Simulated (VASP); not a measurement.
# Pd (Fm-3m) in VASP: further runs

Runs on Pd. Level: LDA. Tasks: single point, relaxation of volume and atoms at fixed shape.

All numbers are computed with VASP 6.6.1; they aren't measurements. Logs are shortened: lines on timing, memory, paths and dates and some standing lists are left out, and cuts for length are marked.

### 1 The cell of the first run

Symmetry: Fm-3m, No. 225, cubic system. The conventional cell has a = 3.838 Å, b = 3.838 Å, c = 3.838 Å, α = 90.00°, β = 90.00°, γ = 90.00°. Pd (site symmetry m-3m) has 12 Pd at 2.71 Å within 3.6 Å.

### 2 Single point, LDA

INCAR

```
SYSTEM = Pd
ALGO = Normal ; EDIFF = 1E-6
ENCUT = 520 ; ISIF = 2
ISMEAR = 1 ; LASPH = .True.
LCHARG = .False. ; LREAL = .False.
LWAVE = .False. ; NBANDS = 11
NELM = 80 ; PREC = Accurate
SIGMA = 0.1
```

KPOINTS

```
k-points
0
Gamma
  10 10 10
  0 0 0
```

POSCAR

```
Pd
1.0
    0.0000000000      1.9188280904      1.9188280904
    1.9188280904      0.0000000000      1.9188280904
    1.9188280904      1.9188280904      0.0000000000
Pd
1
Direct
    0.0000000000      0.0000000000      0.0000000000
```

Potentials or basis: VASP PAW LDA potentials, release 64 (Pd).

Started as:

```bash
$ cat potpaw_LDA.64/Pd/POTCAR > POTCAR
$ mpirun -np 1 vasp_std > vasp.out
```

OUTCAR:

```text
SYSTEM = Pd
   EDIFF = 1E-6
   ENCUT = 520
   ISIF = 2
   ISMEAR = 1
   LASPH = .True.
   LREAL = .False.
   NELM = 80
   PREC = Accurate

 ion  position               nearest neighbor table
   1  0.000  0.000  0.000-

  LATTYP: Found a face centered cubic cell.
 ALAT       =     3.8376561808

  Lattice vectors:

 A1 = (   0.0000000000,   1.9188280904,   1.9188280904)
 A2 = (   1.9188280904,   0.0000000000,   1.9188280904)
 A3 = (   1.9188280904,   1.9188280904,   0.0000000000)

Analysis of symmetry for initial positions (statically):
=====================================================================
 Subroutine PRICEL returns:
 Original cell was already a primitive cell.

 Routine SETGRP: Setting up the symmetry group for a
 face centered cubic supercell.

 Subroutine GETGRP returns: Found 48 space group operations
 (whereof 48 operations were pure point group operations)
 out of a pool of 48 trial point group operations.

The static configuration has the point symmetry O_h .

Analysis of symmetry for dynamics (positions and initial velocities):
=====================================================================
 Subroutine PRICEL returns:
 Original cell was already a primitive cell.

 Routine SETGRP: Setting up the symmetry group for a
 face centered cubic supercell.

 Subroutine GETGRP returns: Found 48 space group operations
 (whereof 48 operations were pure point group operations)
 out of a pool of 48 trial point group operations.

The dynamic configuration has the point symmetry O_h .

 Subroutine INISYM returns: Found 48 space group operations
 (whereof 48 operations are pure point group operations),
 and found     1 'primitive' translations

----------------------------------------------------------------------------------------

                                     Primitive cell

  volume of cell :      14.1299

  direct lattice vectors                    reciprocal lattice vectors
     0.000000000  1.918828090  1.918828090    -0.260575714  0.260575714  0.260575714
     1.918828090  0.000000000  1.918828090     0.260575714 -0.260575714  0.260575714
     1.918828090  1.918828090  0.000000000     0.260575714  0.260575714 -0.260575714

  length of vectors
     2.713632709  2.713632709  2.713632709     0.451330376  0.451330376  0.451330376

  position of ions in fractional coordinates (direct lattice)
     0.000000000  0.000000000  0.000000000

  ion indices of the primitive-cell ions
[... 80 lines left out ...]
   ISIF   =      2    stress and relaxation
   ISYM   =      2    0-nonsym 1-usesym 2-fastsym
   POTIM  = 0.5000    time-step for ionic-motion
   TEBEG  =    0.0;   TEEND  =   0.0 temperature during run
   PSTRESS=    0.0 pullay stress
   NELECT =      10.0000    total number of electrons
   NUPDOWN=      -1.0000    fix difference up-down
   EMIN   =  10.00;   EMAX   =-10.00  energy-range for DOS
   EFERMI =   0.00;   METHOD = LEGACY
   ISMEAR =     1;   SIGMA  =   0.10  broadening in eV -4-tet -1-fermi 0-gaus
   EFERMI_NEDOS =   21; number of points for ismear=-14 and -15
   IALGO  =     38    algorithm
   IMIX   =      4    mixing-type and parameters
     AMIX     =   0.40;   BMIX     =  1.00
     AMIX_MAG =   1.60;   BMIX_MAG =  1.00
  volume/ion in A,a.u.               =      14.13        95.35
  Fermi-wavevector in a.u.,A,eV,Ry     =   1.458911  2.756942 28.958925  2.128421
  Thomas-Fermi vector in A             =   2.575540
   LORBIT       =      0    0 simple, 1 ext, 2 COOP (PROOUT), +10 PAW based schemes
   GGA     = CA    functional components
   LHFCALC =     F    Hartree Fock is set to
   AEXX    =    0.0000 exact exchange contribution
   IVDW    =     0    specifies the selected vdW correction
   LEPSILON=     F    determine dielectric tensor
   LRPA    =     F    only Hartree local field effects (RPA)
 non-spin polarized calculation
 Methfessel and Paxton  Order N= 1 SIGMA  =   0.10
  energy-cutoff  :      520.00
  volume of cell :       14.13
 maximum number of plane-waves:       392
   NGX =  9   NGY =  9   NGZ =  9

 number of electron      10.0000005 magnetization

 Free energy of the ion-electron system (eV)
  ---------------------------------------------------
  ext. energy  EPLUGINS =         0.00000000
  ---------------------------------------------------
  free energy    TOTEN  =        -6.50875589 eV

  energy without entropy =       -6.51038287  energy(sigma->0) =       -6.50929822

 E-fermi :  10.3712     XC(G=0): -13.7797

 val. band max:       10.3619293787   @ k =   0.5000   0.1000   0.0000
 cond. band min:      10.4097678301   @ k =   0.5000   0.2000   0.0000
 fundamental gap:      0.0478384513
 Fermi energy:        10.3712396922

 k-point     1 :       0.0000    0.0000    0.0000
  band No.  band energies     occupation
      1       2.7697      2.00000
      2       7.2807      2.00000
      3       7.2807      2.00000
      4       7.2807      2.00000
      5       9.0464      2.00000
      6       9.0464      2.00000
      7      27.4836      0.00000
      8      32.4513      0.00000
      9      32.4513      0.00000
     10      32.4513      0.00000
     11      35.9911      0.00000
[... 309 lines left out ...]
 k-point    24 :       0.4000    0.3000    0.0000
  band No.  band energies     occupation
      1       5.1503      2.00000
      2       5.4312      2.00000
      3       8.7711      2.00000
      4       9.3281      2.00000
      5      10.2743      2.04341
      6      11.3846     -0.00000
      7      24.2622      0.00000
      8      26.0077      0.00000
      9      26.1891      0.00000
     10      31.6894      0.00000
     11      34.0038      0.00000

 [... further k-points ...]

------------------------ aborting loop because EDIFF is reached ----------------------------------------

  FORCE on cell =-STRESS in cart. coord.  units (eV):
  Direction    XX          YY          ZZ          XY          YZ          ZX
  --------------------------------------------------------------------------------------
  -------------------------------------------------------------------------------------
  Total        0.0282039      0.0282039      0.0282039      0.0000000     -0.0000000      0.0000000
  in kB        3.1980219      3.1980219      3.1980219      0.0000000     -0.0000000      0.0000000
  external PRESSURE =       3.1980219 kB  Pullay stress =       0.0000000 kB

 VOLUME and BASIS-vectors are now :
 -----------------------------------------------------------------------------
  energy-cutoff  :      520.00
  volume of cell :       14.13
      direct lattice vectors                 reciprocal lattice vectors
     0.000000000  1.918828090  1.918828090    -0.260575714  0.260575714  0.260575714
     1.918828090  0.000000000  1.918828090     0.260575714 -0.260575714  0.260575714
     1.918828090  1.918828090  0.000000000     0.260575714  0.260575714 -0.260575714

 POSITION                                       TOTAL-FORCE (eV/Angst)
 -----------------------------------------------------------------------------------
      0.00000      0.00000      0.00000        -0.000000     -0.000000      0.000000
 -----------------------------------------------------------------------------------
    total drift:                                0.000000      0.000000      0.000000

  FREE ENERGIE OF THE ION-ELECTRON SYSTEM (eV)
  ---------------------------------------------------
  free  energy   TOTEN  =        -6.5087558939 eV

  energy  without entropy=       -6.5103828733  energy(sigma->0) =       -6.50929822
```

OSZICAR:

```text
N       E                     dE             d eps       ncg     rms          rms(c)
DAV:   1     0.440320232898E+02    0.44032E+02   -0.51928E+03  1034   0.859E+02
DAV:   2    -0.626363281219E+01   -0.50296E+02   -0.48870E+02  1142   0.189E+02
DAV:   3    -0.684524058200E+01   -0.58161E+00   -0.58053E+00  1241   0.222E+01
DAV:   4    -0.684736807836E+01   -0.21275E-02   -0.21272E-02  1251   0.140E+00
DAV:   5    -0.684738810338E+01   -0.20025E-04   -0.20025E-04  1375   0.126E-01    0.917E+00
DAV:   6    -0.652913173968E+01    0.31826E+00   -0.12557E+00  1277   0.911E+00    0.434E+00
DAV:   7    -0.651426537147E+01    0.14866E-01   -0.38958E-02  1408   0.122E+00    0.215E+00
DAV:   8    -0.650878973243E+01    0.54756E-02   -0.23081E-03  1289   0.500E-01    0.992E-02
DAV:   9    -0.650875161031E+01    0.38122E-04   -0.20581E-04  1370   0.122E-01    0.129E-02
DAV:  10    -0.650875601006E+01   -0.43997E-05   -0.28113E-06  1309   0.118E-02    0.102E-02
DAV:  11    -0.650875589391E+01    0.11615E-06   -0.43588E-08   877   0.172E-03
   1 F= -.65087559E+01 E0= -.65092982E+01  d E =0.162698E-02
```

Wall time 5.1 s (1 thread of Intel Xeon Platinum 8259CL at 2.50GHz (Skylake/Cascade Lake), shared host); peak memory 0.12 GiB.

Results:

```
Free energy            : -6.5088 eV
Pressure               : 0.3 GPa
Band gap on the k mesh : zero (band 5 reaches 10.68 eV, above the bottom of band 6 at 8.99 eV)
```

Levels at points of the mesh, in eV from the Fermi level:
```csv
k point,band 3,band 4,band 5,band 6,band 7,band 8
"(0.00, 0.00, 0.00)",-3.09,-3.09,-1.32,-1.32,17.11,22.08
"(0.50, 0.00, 0.00)",-3.14,-0.03,-0.03,0.82,7.59,16.50
"(0.50, 0.50, 0.00)",-0.05,0.31,0.31,3.22,11.16,13.27
```

### 3 Relaxation of volume and atoms at fixed shape, LDA

This run uses another cell than the first one, of 14.75 Å³/atom, 1.044 times its volume.

INCAR

```
PREC     = Accurate       # precision mode
ENCUT    = 600            # plane-wave cutoff, eV
EDIFF    = 1E-6           # SCF threshold, eV
ISMEAR   = 1              # smearing method
SIGMA    = 0.1            # smearing width, eV
LREAL    = False          # projectors in reciprocal space
LASPH    = True           # aspherical terms in the spheres
NELM     = 100            # most SCF steps
ALGO     = Normal         # electronic algorithm
ISIF     = 8              # what is computed and relaxed
LWAVE    = False          # write WAVECAR
LCHARG   = False          # write CHGCAR
IBRION   = 2              # ionic algorithm
NSW      = 80             # ionic steps
EDIFFG   = -0.02          # ionic threshold
```

KPOINTS

```
regular mesh
0
Gamma
  10 10 10
```

POSCAR

```
Pd
1.0
    0.0000000000      1.9465000000      1.9465000000
    1.9465000000      0.0000000000      1.9465000000
    1.9465000000      1.9465000000      0.0000000000
Pd
1
Direct
    0.0000000000      0.0000000000      0.0000000000
```

Potentials or basis: VASP PAW LDA potentials, release 64 (Pd).

Started as:

```bash
$ cat potpaw_LDA.64/Pd/POTCAR > POTCAR
$ mpirun -np 1 vasp_std > vasp.out
```

It took 11 s on 1 thread of Intel Xeon Platinum 8259CL at 2.50GHz (Skylake/Cascade Lake), shared host; peak memory 0.14 GiB.

The run converged. Its results:

| Property | Result |
| --- | --- |
| Free energy | -6.5091 eV |
| Relaxed volume | 14.16 Å³/atom |
| Relaxed cell | a = 2.716 Å, b = 2.716 Å, c = 2.716 Å, α = 60.00°, β = 60.00°, γ = 60.00° |
| Space group after relaxing (to 0.05 Å) | Fm-3m (No. 225) |
| Energy gained by relaxing | 16.7 meV/atom |
| Ionic steps | 3 |
| Pressure after relaxing | -0.2 GPa |
| Band gap on the k mesh | zero (band 5 reaches 10.64 eV, above the bottom of band 6 at 8.95 eV) |

The path:
| step | energy change (eV) | largest force (eV/Å) | pressure (GPa) | volume (Å³) |
| --- | --- | --- | --- | --- |
| 1 | 0.0000 | 0.0000 | -8.53 | 14.75 |
| 2 | 0.0440 | 0.0000 | 20.79 | 13.14 |
| 3 | -0.0167 | 0.0000 | -0.22 | 14.16 |

Final structure:
```cif
data_structure
_symmetry_space_group_name_H-M 'P 1'
_symmetry_Int_Tables_number 1
_cell_length_a 2.7157
_cell_length_b 2.7157
_cell_length_c 2.7157
_cell_angle_alpha 60.000
_cell_angle_beta 60.000
_cell_angle_gamma 60.000
_cell_volume 14.16
loop_
_atom_site_label
_atom_site_type_symbol
_atom_site_fract_x
_atom_site_fract_y
_atom_site_fract_z
_atom_site_occupancy
Pd1 Pd 0.00000 0.00000 0.00000 1
```

Levels at points of the mesh, in eV from the Fermi level:
| k point | band 1 | band 2 | band 3 | band 4 | band 5 | band 6 | band 7 | band 8 | band 9 |
| --- | --- | --- | --- | --- | --- | --- | --- | --- | --- |
| (0.00, 0.00, 0.00) | -7.58 | -3.08 | -3.08 | -3.08 | -1.32 | -1.32 | 17.11 | 22.07 | 22.07 |
| (0.50, 0.00, 0.00) | -5.70 | -3.12 | -3.12 | -0.03 | -0.03 | 0.83 | 7.57 | 16.50 | 21.29 |
| (0.50, 0.50, 0.00) | -5.81 | -5.51 | -0.05 | 0.31 | 0.31 | 3.22 | 11.13 | 13.26 | 13.26 |

LDA usually gives volumes a few per cent too small. Zero-point motion and thermal expansion aren't in these numbers.
